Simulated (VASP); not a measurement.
# Au (Fm-3m) in VASP: density of states with PBE

Aim: the density of states of Au with PBE.

Program: VASP 6.6.1. These are calculated values, not measurements. Logs are shortened: lines on timing, memory, paths and dates and some standing lists are left out, and cuts for length are marked.

## 1. The cell of the first run

The structure is cubic, space group Fm-3m (No. 225). Conventional cell: a = 4.298 Å, b = 4.298 Å, c = 4.298 Å, α = 90.00°, β = 90.00°, γ = 90.00°. Within 4.0 Å of Au (site symmetry m-3m) lie 12 Au at 3.04 Å.

## 2. Density of states, PBE

The input, POSCAR:

```
Au
1.0
    0.0000000000      2.1489860000      2.1489860000
    2.1489860000      0.0000000000      2.1489860000
    2.1489860000      2.1489860000      0.0000000000
Au
1
Direct
    0.0000000000      0.0000000000      0.0000000000
```

The input, INCAR.step1:

```
PREC     = Accurate       # precision mode
ENCUT    = 400            # plane-wave cutoff, eV
EDIFF    = 1E-6           # SCF threshold, eV
ISMEAR   = 1              # smearing method
SIGMA    = 0.0153         # smearing width, eV
LREAL    = False          # projectors in reciprocal space
LASPH    = True           # aspherical terms in the spheres
NELM     = 120            # most SCF steps
ALGO     = Normal         # electronic algorithm
ISIF     = 2              # what is computed and relaxed
LWAVE    = False          # write WAVECAR
LCHARG   = True           # write CHGCAR
LMAXMIX  = 4              # l up to which the mixer works
GGA      = PE             # functional
NBANDS   = 12             # bands
GGA_COMPAT= False        
NEDOS    = 2001           # points of the DOS
LORBIT   = 11             # projections on sites
```

The input, KPOINTS.step1:

```
Automatic mesh
0
Gamma
  10 10 10
```

The input, INCAR.step2:

```
PREC     = Accurate       # precision mode
ENCUT    = 400            # plane-wave cutoff, eV
EDIFF    = 1E-6           # SCF threshold, eV
ISMEAR   = -5             # smearing method
SIGMA    = 0.0153         # smearing width, eV
LREAL    = False          # projectors in reciprocal space
LASPH    = True           # aspherical terms in the spheres
NELM     = 120            # most SCF steps
ALGO     = Normal         # electronic algorithm
ISIF     = 2              # what is computed and relaxed
LWAVE    = False          # write WAVECAR
LCHARG   = False          # write CHGCAR
LMAXMIX  = 4              # l up to which the mixer works
GGA      = PE             # functional
LORBIT   = 10             # projections on sites
NBANDS   = 12             # bands
NEDOS    = 2001           # points of the DOS
ICHARG   = 11             # starting density
GGA_COMPAT= False
```

The input, KPOINTS.step2:

```
Automatic mesh
0
Gamma
  15 15 15
```

Potentials or basis: VASP PAW PBE potentials, release 64 (Au).

On the command line:

```console
cat potpaw_PBE.64/Au/POTCAR > POTCAR
cp INCAR.step1 INCAR
cp KPOINTS.step1 KPOINTS
mpirun -np 1 vasp_std > vasp.out
cp INCAR.step2 INCAR
cp KPOINTS.step2 KPOINTS
mpirun -np 1 vasp_std > vasp.out
```

OUTCAR:

```text
PREC = Accurate
   ENCUT = 400
   EDIFF = 1E-6
   ISMEAR = -5
   LREAL = False
   LASPH = True
   NELM = 120
   ISIF = 2
   GGA = PE
   LORBIT = 10
   ICHARG = 11

 ion  position               nearest neighbor table
   1  0.000  0.000  0.000-

  LATTYP: Found a face centered cubic cell.
 ALAT       =     4.2979720000

  Lattice vectors:

 A1 = (   0.0000000000,   2.1489860000,   2.1489860000)
 A2 = (   2.1489860000,   0.0000000000,   2.1489860000)
 A3 = (   2.1489860000,   2.1489860000,   0.0000000000)

Analysis of symmetry for initial positions (statically):
=====================================================================
 Subroutine PRICEL returns:
 Original cell was already a primitive cell.

 Routine SETGRP: Setting up the symmetry group for a
 face centered cubic supercell.

 Subroutine GETGRP returns: Found 48 space group operations
 (whereof 48 operations were pure point group operations)
 out of a pool of 48 trial point group operations.

The static configuration has the point symmetry O_h .

Analysis of symmetry for dynamics (positions and initial velocities):
=====================================================================
 Subroutine PRICEL returns:
 Original cell was already a primitive cell.

 Routine SETGRP: Setting up the symmetry group for a
 face centered cubic supercell.

 Subroutine GETGRP returns: Found 48 space group operations
 (whereof 48 operations were pure point group operations)
 out of a pool of 48 trial point group operations.

The dynamic configuration has the point symmetry O_h .

 Subroutine INISYM returns: Found 48 space group operations
 (whereof 48 operations are pure point group operations),
 and found     1 'primitive' translations

----------------------------------------------------------------------------------------

                                     Primitive cell

  volume of cell :      19.8486

  direct lattice vectors                    reciprocal lattice vectors
     0.000000000  2.148986000  2.148986000    -0.232667872  0.232667872  0.232667872
     2.148986000  0.000000000  2.148986000     0.232667872 -0.232667872  0.232667872
     2.148986000  2.148986000  0.000000000     0.232667872  0.232667872 -0.232667872

  length of vectors
     3.039125147  3.039125147  3.039125147     0.402992576  0.402992576  0.402992576

  position of ions in fractional coordinates (direct lattice)
     0.000000000  0.000000000  0.000000000

  ion indices of the primitive-cell ions
   primitive index   ion index
                 1           1

[... 79 lines left out ...]
   ISIF   =      2    stress and relaxation
   ISYM   =      2    0-nonsym 1-usesym 2-fastsym
   POTIM  = 0.5000    time-step for ionic-motion
   TEBEG  =    0.0;   TEEND  =   0.0 temperature during run
   PSTRESS=    0.0 pullay stress
   NELECT =      11.0000    total number of electrons
   NUPDOWN=      -1.0000    fix difference up-down
   EMIN   =  10.00;   EMAX   =-10.00  energy-range for DOS
   EFERMI =   0.00;   METHOD = LEGACY
   ISMEAR =    -5;   SIGMA  =   0.02  broadening in eV -4-tet -1-fermi 0-gaus
   EFERMI_NEDOS =   21; number of points for ismear=-14 and -15
   IALGO  =     38    algorithm
   IMIX   =      4    mixing-type and parameters
     AMIX     =   0.40;   BMIX     =  1.00
     AMIX_MAG =   1.60;   BMIX_MAG =  1.00
  volume/ion in A,a.u.               =      19.85       133.95
  Fermi-wavevector in a.u.,A,eV,Ry     =   1.344711  2.541134 24.602686  1.808246
  Thomas-Fermi vector in A             =   2.472682
   LORBIT       =     10    0 simple, 1 ext, 2 COOP (PROOUT), +10 PAW based schemes
   GGA     = PE    functional components
   LHFCALC =     F    Hartree Fock is set to
   AEXX    =    0.0000 exact exchange contribution
   IVDW    =     0    specifies the selected vdW correction
   LEPSILON=     F    determine dielectric tensor
   LRPA    =     F    only Hartree local field effects (RPA)
 non-spin polarized calculation
 Fermi weights with tetrahedron method with Bloechl corrections
  energy-cutoff  :      400.00
  volume of cell :       19.85
 maximum number of plane-waves:       370

 number of electron      11.0000000 magnetization

 Free energy of the ion-electron system (eV)
  ---------------------------------------------------
  ext. energy  EPLUGINS =         0.00000000
  ---------------------------------------------------
  free energy    TOTEN  =        -3.15191779 eV

  energy without entropy =       -3.15191779  energy(sigma->0) =       -3.15191779

 E-fermi :   7.1748     XC(G=0): -11.8193

 val. band max:        7.0995930186   @ k =   0.4667   0.2000   0.0000
 cond. band min:       7.1715108733   @ k =  -0.2667   0.2667   0.0000
 fundamental gap:      0.0719178546
 Fermi energy:         7.1747904319

 k-point     1 :       0.0000    0.0000    0.0000
  band No.  band energies     occupation
      1      -1.2162      2.00000
      2       3.1830      2.00000
      3       3.1830      2.00000
      4       3.1830      2.00000
      5       4.3368      2.00000
      6       4.3368      2.00000
      7      21.7562      0.00000
      8      24.8731      0.00000
      9      24.8731      0.00000
     10      24.8731      0.00000
     11      29.3319      0.00000
     12      32.5316      0.00000
[... 331 lines left out ...]
 k-point    24 :       0.2000    0.1333    0.0000
  band No.  band energies     occupation
      1      -0.0598      2.00000
      2       2.7530      2.00000
      3       3.5742      2.00000
      4       3.6110      2.00000
      5       3.9871      2.00000
      6       4.5525      2.00000
      7      21.1603      0.00000
      8      22.7428      0.00000
      9      23.0232      0.00000
     10      24.4300      0.00000
     11      26.5276      0.00000
     12      30.4811      0.00000

 [... further k-points ...]
[... 5 lines left out ...]
  --------------------------------------------------------------------------------------
  -------------------------------------------------------------------------------------
  Total       -1.3291181     -1.3291181     -1.3291181     -0.0000000     -0.0000000      0.0000000
  in kB     -107.2860876   -107.2860876   -107.2860876     -0.0000000     -0.0000000      0.0000000
  external PRESSURE =    -107.2860876 kB  Pullay stress =       0.0000000 kB

 VOLUME and BASIS-vectors are now :
 -----------------------------------------------------------------------------
  energy-cutoff  :      400.00
  volume of cell :       19.85
      direct lattice vectors                 reciprocal lattice vectors
     0.000000000  2.148986000  2.148986000    -0.232667872  0.232667872  0.232667872
     2.148986000  0.000000000  2.148986000     0.232667872 -0.232667872  0.232667872
     2.148986000  2.148986000  0.000000000     0.232667872  0.232667872 -0.232667872

 POSITION                                       TOTAL-FORCE (eV/Angst)
 -----------------------------------------------------------------------------------
      0.00000      0.00000      0.00000         0.000000      0.000000      0.000000
 -----------------------------------------------------------------------------------
    total drift:                               -0.000000      0.000000      0.000000

  FREE ENERGIE OF THE ION-ELECTRON SYSTEM (eV)
  ---------------------------------------------------
  free  energy   TOTEN  =        -3.1519177898 eV

  energy  without entropy=       -3.1519177898  energy(sigma->0) =       -3.15191779

 total charge

# of ion       s       p       d       tot
------------------------------------------
    1        0.497   0.249   8.759   9.505
```

OSZICAR.step1:

```text
N       E                     dE             d eps       ncg     rms          rms(c)
DAV:   1     0.374800640166E+02    0.37480E+02   -0.47446E+03  1232   0.639E+02
DAV:   2    -0.292997709550E+01   -0.40410E+02   -0.38029E+02  1320   0.155E+02
DAV:   3    -0.337989012368E+01   -0.44991E+00   -0.44958E+00  1364   0.158E+01
DAV:   4    -0.338162924135E+01   -0.17391E-02   -0.17390E-02  1332   0.113E+00
DAV:   5    -0.338164435369E+01   -0.15112E-04   -0.15113E-04  1384   0.101E-01    0.592E+00
DAV:   6    -0.314850406911E+01    0.23314E+00   -0.74425E-01  1216   0.664E+00    0.411E+00
DAV:   7    -0.313856042658E+01    0.99436E-02   -0.35519E-02  1340   0.149E+00    0.232E+00
DAV:   8    -0.313736012078E+01    0.12003E-02   -0.74224E-04  1224   0.214E-01    0.198E-01
DAV:   9    -0.313735224804E+01    0.78727E-05   -0.81863E-06  1384   0.218E-02    0.186E-02
DAV:  10    -0.313736004894E+01   -0.78009E-05   -0.48386E-06  1264   0.213E-02    0.367E-03
DAV:  11    -0.313736003822E+01    0.10719E-07   -0.79401E-08   716   0.211E-03
   1 F= -.31373600E+01 E0= -.31373294E+01  d E =-.920383E-04
```

It took 12 s on 1 thread of Intel Xeon Platinum 8488C (Sapphire Rapids), shared host; peak memory 0.13 GiB.

What came out:

- Valence electrons inside the program's atomic spheres: Au 9.51

Caveat: spin-orbit coupling is left out, which moves the levels of the heavy elements; tetrahedron occupations give inexact forces and stress in metals.
